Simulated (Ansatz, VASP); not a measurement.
**Al2Cu: VASP beside Ansatz**

```
CELL_PARAMETERS angstrom
-2.87665 2.87665 2.43795
2.87665 -2.87665 2.43795
2.87665 2.87665 -2.43795
ATOMIC_POSITIONS crystal
Al 0.15932 0.65932 0.81864
Al 0.65932 0.84068 0.50000
Al 0.84068 0.34068 0.18136
Al 0.34068 0.15932 0.50000
Cu 0.75000 0.75000 0.00000
Cu 0.25000 0.25000 0.00000
```

Alike in both runs: task single point; functional PBEsol; k mesh 10 × 10 × 10; occupations gaussian, width 0.15 eV; no spin polarisation.

|  | VASP | Ansatz |
| --- | --- | --- |
| version | VASP 6.6.1 | Ansatz 0.2.0 |
| potentials or method | VASP PAW PBE potentials, release 64 (Al, Cu), cutoff 520 eV | scalar-relativistic, plane waves, PAW |
| valence electrons in the cell | 34 | 50 |

|  | VASP | Ansatz | Ansatz less VASP |
| --- | --- | --- | --- |
| gap on the k mesh at the Fermi level (eV) | none | none | - |
| pressure (GPa) | 9.7 | 9.5 | -0.25 |
| traceless stress, the component that is largest in VASP (GPa) | -5.53 | -5.59 | -0.058 |
| rms of the force components (eV/Å) | 0.063 | 0.063 | +0.0004 |

VASP's potentials were made for PBE, not for PBEsol, and Ansatz warns of the same on its side. Atom by atom the forces differ by 0.000 eV/Å (rms over components). A gap of «none» marks a metal or a gap that the smearing closes. VASP's potentials hold 34 valence electrons a cell and Ansatz's 50, so a difference there can come from the potentials and not from the codes.
